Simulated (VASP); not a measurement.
# Ni (Pm-3m) in VASP: notebook, part 2 of 2

VASP 6.6.1. The steps go on from the part before.

### Step 4. Single point, PBE, collinear spin, ferromagnetic start (12.05 Å³/atom)

This run uses another cell than the first one, of 12.05 Å³/atom.

File INCAR:

```
SYSTEM = Ni
ALGO = Normal
EDIFF = 1E-6
ENCUT = 520
GGA = PE
ISIF = 2
ISMEAR = -1
ISPIN = 2
LASPH = .True.
LCHARG = .False.
LMAXMIX = 4
LORBIT = 11
LREAL = .False.
LWAVE = .False.
MAGMOM = 1
NBANDS = 15
NELM = 150
PREC = Accurate
SIGMA = 0.1
```

File KPOINTS:

```
k-points
0
Gamma
  18 18 18
  0 0 0
```

File POSCAR:

```
Ni
1.0
    2.2924703412      0.0000000000      0.0000000000
    0.0000000000      2.2924703412      0.0000000000
    0.0000000000      0.0000000000      2.2924703412
Ni
1
Direct
    0.0000000000      0.0000000000      0.0000000000
```

Potentials or basis: VASP PAW PBE potentials, release 64 (Ni).

On the command line:

```bash
> cat potpaw_PBE.64/Ni/POTCAR > POTCAR
> mpirun -np 1 vasp_std > vasp.out
```

OUTCAR:

```text
SYSTEM = Ni
   EDIFF = 1E-6
   ENCUT = 520
   GGA = PE
   ISIF = 2
   ISMEAR = -1
   ISPIN = 2
   LASPH = .True.
   LORBIT = 11
   LREAL = .False.
   NELM = 150
   PREC = Accurate

 ion  position               nearest neighbor table
   1  0.000  0.000  0.000-

  LATTYP: Found a simple cubic cell.
 ALAT       =     2.2924703412

  Lattice vectors:

 A1 = (   2.2924703412,   0.0000000000,   0.0000000000)
 A2 = (   0.0000000000,   2.2924703412,   0.0000000000)
 A3 = (   0.0000000000,   0.0000000000,   2.2924703412)

Analysis of symmetry for initial positions (statically):
=====================================================================
 Subroutine PRICEL returns:
 Original cell was already a primitive cell.

 Routine SETGRP: Setting up the symmetry group for a
 simple cubic supercell.

 Subroutine GETGRP returns: Found 48 space group operations
 (whereof 48 operations were pure point group operations)
 out of a pool of 48 trial point group operations.

The static configuration has the point symmetry O_h .

Analysis of symmetry for dynamics (positions and initial velocities):
=====================================================================
 Subroutine PRICEL returns:
 Original cell was already a primitive cell.

 Routine SETGRP: Setting up the symmetry group for a
 simple cubic supercell.

 Subroutine GETGRP returns: Found 48 space group operations
 (whereof 48 operations were pure point group operations)
 out of a pool of 48 trial point group operations.

The dynamic configuration has the point symmetry O_h .

Analysis of structural, dynamic, and magnetic symmetry:
=====================================================================
 Subroutine PRICEL returns:
 Original cell was already a primitive cell.

 Routine SETGRP: Setting up the symmetry group for a
 simple cubic supercell.

 Subroutine GETGRP returns: Found 48 space group operations
 (whereof 48 operations were pure point group operations)
 out of a pool of 48 trial point group operations.

The overall configuration has the point symmetry O_h .

 Subroutine INISYM returns: Found 48 space group operations
 (whereof 48 operations are pure point group operations),
 and found     1 'primitive' translations

----------------------------------------------------------------------------------------

                                     Primitive cell

  volume of cell :      12.0479

  direct lattice vectors                    reciprocal lattice vectors
     2.292470341  0.000000000  0.000000000     0.436210660  0.000000000  0.000000000
     0.000000000  2.292470341  0.000000000     0.000000000  0.436210660  0.000000000
     0.000000000  0.000000000  2.292470341     0.000000000  0.000000000  0.436210660

  length of vectors
     2.292470341  2.292470341  2.292470341     0.436210660  0.436210660  0.436210660

  position of ions in fractional coordinates (direct lattice)
     0.000000000  0.000000000  0.000000000

  ion indices of the primitive-cell ions
   primitive index   ion index
                 1           1

----------------------------------------------------------------------------------------

 KPOINTS: k-points

Automatic generation of k-mesh.
 Grid dimensions read from file:
 generate k-points for:   18   18   18

[... 70 lines left out ...]
   ISYM   =      2    0-nonsym 1-usesym 2-fastsym
   POTIM  = 0.5000    time-step for ionic-motion
   TEBEG  =    0.0;   TEEND  =   0.0 temperature during run
   PSTRESS=    0.0 pullay stress
   NELECT =      10.0000    total number of electrons
   NUPDOWN=      -1.0000    fix difference up-down
   EMIN   =  10.00;   EMAX   =-10.00  energy-range for DOS
   EFERMI =   0.00;   METHOD = LEGACY
   ISMEAR =    -1;   SIGMA  =   0.10  broadening in eV -4-tet -1-fermi 0-gaus
   EFERMI_NEDOS =   21; number of points for ismear=-14 and -15
   IALGO  =     38    algorithm
   IMIX   =      4    mixing-type and parameters
     AMIX     =   0.40;   BMIX     =  1.00
     AMIX_MAG =   1.60;   BMIX_MAG =  1.00
  volume/ion in A,a.u.               =      12.05        81.30
  Fermi-wavevector in a.u.,A,eV,Ry     =   1.538525  2.907390 32.205778  2.367058
  Thomas-Fermi vector in A             =   2.644881
   LORBIT       =     11    0 simple, 1 ext, 2 COOP (PROOUT), +10 PAW based schemes
   GGA     = PE    functional components
   LHFCALC =     F    Hartree Fock is set to
   AEXX    =    0.0000 exact exchange contribution
   IVDW    =     0    specifies the selected vdW correction
   LEPSILON=     F    determine dielectric tensor
   LRPA    =     F    only Hartree local field effects (RPA)
 spin polarized calculation
  energy-cutoff  :      520.00
  volume of cell :       12.05
 maximum number of plane-waves:       341
 NGX is ok and might be reduce to    18
   NGX =  9   NGY =  9   NGZ =  9

 number of electron      10.0000004 magnetization       0.4771212

 Free energy of the ion-electron system (eV)
  ---------------------------------------------------
  ext. energy  EPLUGINS =         0.00000000
  ---------------------------------------------------
  free energy    TOTEN  =        -4.79391967 eV

  energy without entropy =       -4.73016390  energy(sigma->0) =       -4.76204179

 E-fermi :   8.0312     XC(G=0): -12.5640

 val. band max:        8.0308005410   @ k =   0.3333   0.1667   0.1111
 cond. band min:       8.0326124300   @ k =   0.3889   0.3333   0.3333
 fundamental gap:      0.0018118890
 Fermi energy:         8.0312148752

 spin component 1

 k-point     1 :       0.0000    0.0000    0.0000
  band No.  band energies     occupation
      1      -0.2421      1.00000
      2       4.2828      1.00000
      3       4.2828      1.00000
      4       7.7063      0.96264
      5       7.7063      0.96264
      6       7.7063      0.96264
      7      27.9883      0.00000
      8      27.9883      0.00000
      9      27.9883      0.00000
     10      31.9036      0.00000
     11      31.9036      0.00000
     12      36.2786      0.00000
     13      50.5695      0.00000
     14      50.5695      0.00000
[... 403 lines left out ...]
      4       6.8848      0.99999
      5       6.9777      0.99997
      6       7.6542      0.97748
      7      15.6827      0.00000
      8      27.6574      0.00000
      9      32.6244      0.00000
     10      33.8657      0.00000
     11      35.9760      0.00000
     12      40.4458      0.00000
     13      42.8190      0.00000
     14      43.4721      0.00000
     15      49.9133      0.00000

 [... further k-points ...]

 spin component 2

 k-point     1 :       0.0000    0.0000    0.0000
  band No.  band energies     occupation
      1      -0.2169      1.00000
      2       4.6508      1.00000
      3       4.6508      1.00000
      4       8.2984      0.06466
      5       8.2984      0.06466
      6       8.2984      0.06466
      7      28.0619      0.00000
      8      28.0619      0.00000
      9      28.0619      0.00000
     10      31.9811      0.00000
     11      31.9811      0.00000
     12      36.2849      0.00000
     13      50.6036      0.00000
     14      50.6036      0.00000
[... 403 lines left out ...]
      4       7.4453      0.99716
      5       7.4796      0.99600
      6       8.2441      0.10637
      7      15.8418      0.00000
      8      27.7369      0.00000
      9      32.7266      0.00000
     10      33.8614      0.00000
     11      36.0449      0.00000
     12      40.5137      0.00000
     13      42.9044      0.00000
     14      43.5197      0.00000
     15      50.0115      0.00000

 [... further k-points ...]

------------------------ aborting loop because EDIFF is reached ----------------------------------------

  FORCE on cell =-STRESS in cart. coord.  units (eV):
  Direction    XX          YY          ZZ          XY          YZ          ZX
  --------------------------------------------------------------------------------------
  -------------------------------------------------------------------------------------
  Total        0.5781735      0.5781735      0.5781735      0.0000000      0.0000000     -0.0000000
  in kB       76.8878271     76.8878271     76.8878271      0.0000000      0.0000000     -0.0000000
  external PRESSURE =      76.8878271 kB  Pullay stress =       0.0000000 kB

 VOLUME and BASIS-vectors are now :
 -----------------------------------------------------------------------------
  energy-cutoff  :      520.00
  volume of cell :       12.05
      direct lattice vectors                 reciprocal lattice vectors
     2.292470341  0.000000000  0.000000000     0.436210660  0.000000000  0.000000000
     0.000000000  2.292470341  0.000000000     0.000000000  0.436210660  0.000000000
     0.000000000  0.000000000  2.292470341     0.000000000  0.000000000  0.436210660

 POSITION                                       TOTAL-FORCE (eV/Angst)
 -----------------------------------------------------------------------------------
      0.00000      0.00000      0.00000         0.000000      0.000000      0.000000
 -----------------------------------------------------------------------------------
    total drift:                               -0.000000      0.000000      0.000000

  FREE ENERGIE OF THE ION-ELECTRON SYSTEM (eV)
  ---------------------------------------------------
  free  energy   TOTEN  =        -4.7939196695 eV

  energy  without entropy=       -4.7301639008  energy(sigma->0) =       -4.76204179

 total charge

# of ion       s       p       d       tot
------------------------------------------
    1        0.526   0.418   8.374   9.318

 magnetization (x)

# of ion       s       p       d       tot
------------------------------------------
    1        0.001  -0.001   0.480   0.480
```

stdout:

```text
POSCAR found type information on POSCAR Ni
 POSCAR found :  1 types and       1 ions
 scaLAPACK will be used
 LDA part: xc-table for (Slater+PW92), standard interpolation
 POSCAR, INCAR and KPOINTS ok, starting setup
 FFT: planning ... GRIDC
 FFT: planning ... GRID_SOFT
 FFT: planning ... GRID
 WAVECAR not read
 entering main loop
```

It took 27 s on 1 thread of Intel Xeon 6975P-C (Granite Rapids), shared host; peak memory 0.16 GiB.

What came out:

| Property | Result |
| --- | --- |
| Free energy | -4.7939 eV |
| Pressure | 7.7 GPa |
| Net moment | 0.48 μB per cell |
| Site moments | Ni +0.48 μB |
| Valence electrons inside the program's atomic spheres | Ni 9.32 |

Caveat: the cell stands under pressure.

### Step 5. Single point, r2SCAN+D4, collinear spin, ferromagnetic start

This run uses another cell than the first one, of 8.24 Å³/atom.

File POSCAR:

```
Ni
1.0
    2.0200725915      0.0000000000      0.0000000000
    0.0000000000      2.0200725915      0.0000000000
    0.0000000000      0.0000000000      2.0200725915
Ni
1
Direct
    0.0000000000      0.0000000000      0.0000000000
```

File INCAR.step1:

```
PREC = Accurate ; ENCUT = 520
ISMEAR = -5 ; SIGMA = 0.1
LREAL = False ; LASPH = True
NELM = 150 ; ISPIN = 2
MAGMOM = 1 ; LMAXMIX = 4
NBANDS = 15 ; GGA = PE
ALGO = Normal ; EDIFF = 1E-4
LWAVE = True ; LCHARG = False
```

File INCAR.step2:

```
PREC = Accurate ; ENCUT = 520
EDIFF = 1E-6 ; ISMEAR = -5
SIGMA = 0.1 ; LREAL = False
LASPH = True ; NELM = 150
ALGO = Normal ; ISIF = 2
LWAVE = False ; LCHARG = False
ISPIN = 2 ; MAGMOM = 1
LORBIT = 11 ; LMAXMIX = 4
METAGGA = R2SCAN ; LMIXTAU = True
IVDW = 13 ; VDW_S6 = 1.0
VDW_S8 = 0.6018749 ; VDW_A1 = 0.51559235
VDW_A2 = 5.77342911 ; NBANDS = 15
ISTART = 1
```

File KPOINTS:

```
regular mesh
0
Gamma
  18 18 18
```

On the command line:

```bash
> cat potpaw_PBE.64/Ni/POTCAR > POTCAR
> cp INCAR.step1 INCAR
> mpirun -np 1 vasp_std > vasp.out
> cp INCAR.step2 INCAR
> mpirun -np 1 vasp_std > vasp.out
```

It took 48 s on 1 thread of Intel Xeon 6975P-C (Granite Rapids), shared host; peak memory 0.17 GiB.

The run converged. Its results:

```
Free energy                : -10.0655 eV
Pressure                   : 151.6 GPa
Net moment                 : 0.30 μB per cell
Site moments               : Ni +0.30 μB
Dispersion energy per atom : -0.196 eV
```

Levels at points of the mesh, in eV from the Fermi level:
Spin up:
| k point | band 2 | band 3 | band 4 | band 5 | band 6 | band 7 | band 8 | band 9 |
| --- | --- | --- | --- | --- | --- | --- | --- | --- |
| (0.00, 0.00, 0.00) | -6.21 | -6.21 | -0.21 | -0.21 | -0.21 | 26.18 | 26.18 | 26.18 |
| (0.50, 0.00, 0.00) | -5.37 | -2.48 | -2.25 | -2.25 | -0.03 | 6.71 | 29.65 | 34.89 |
| (0.50, 0.50, 0.00) | -4.48 | -1.82 | -1.82 | 1.36 | 6.98 | 6.98 | 14.62 | 18.80 |
| (0.50, 0.50, 0.50) | -5.94 | -5.94 | 1.47 | 1.47 | 15.28 | 17.48 | 17.48 | 17.48 |
Spin down:
| k point | band 1 | band 2 | band 3 | band 4 | band 5 | band 6 | band 7 | band 8 | band 9 | band 10 |
| --- | --- | --- | --- | --- | --- | --- | --- | --- | --- | --- |
| (0.00, 0.00, 0.00) | -11.44 | -5.98 | -5.98 | 0.37 | 0.37 | 0.37 | 26.31 | 26.31 | 26.31 | 31.38 |
| (0.50, 0.00, 0.00) | -5.77 | -5.11 | -2.51 | -1.72 | -1.72 | 0.56 | 6.94 | 29.68 | 34.95 | 37.40 |
| (0.50, 0.50, 0.00) | -7.46 | -4.23 | -1.27 | -1.27 | 1.70 | 7.01 | 7.01 | 14.82 | 19.01 | 40.15 |
| (0.50, 0.50, 0.50) | -5.55 | -5.55 | -5.55 | 1.81 | 1.81 | 15.25 | 17.59 | 17.59 | 17.59 | 22.80 |

Caveat: the cell stands under pressure; the PAW data sets were made with another functional, which shifts forces and pressure a little; tetrahedron occupations give inexact forces and stress in metals.

### Step 6. Summary

| level | cell | smearing | gap on the mesh (eV) | pressure (GPa) | moment (μB) |
| --- | --- | --- | --- | --- | --- |
| PBE | a = 2.119 Å, 1 atom | fermi-dirac 0.1 eV | none | 78.6 | 0.03 |
| PBE | a = 2.209 Å, 1 atom | fermi-dirac 0.1 eV | none | 32.7 | 0.34 |
| PBE | a = 2.292 Å, 1 atom | fermi-dirac 0.1 eV | none | 7.7 | 0.48 |
| r2SCAN+D4 | a = 2.020 Å, 1 atom | tetrahedron | none | 151.6 | 0.30 |

Alike in all rows: task single point; potentials or basis VASP PAW PBE potentials, release 64 (Ni); spin collinear, ferromagnetic start; k mesh 18 × 18 × 18; cutoff (eV) 520.

Caveats: the cell stands under pressure; the PAW data sets were made with another functional, which shifts forces and pressure a little (at least some runs); tetrahedron occupations give inexact forces and stress in metals (at least some runs).

Total energies depend on the potentials used, so only differences within one code and one set of settings carry meaning.
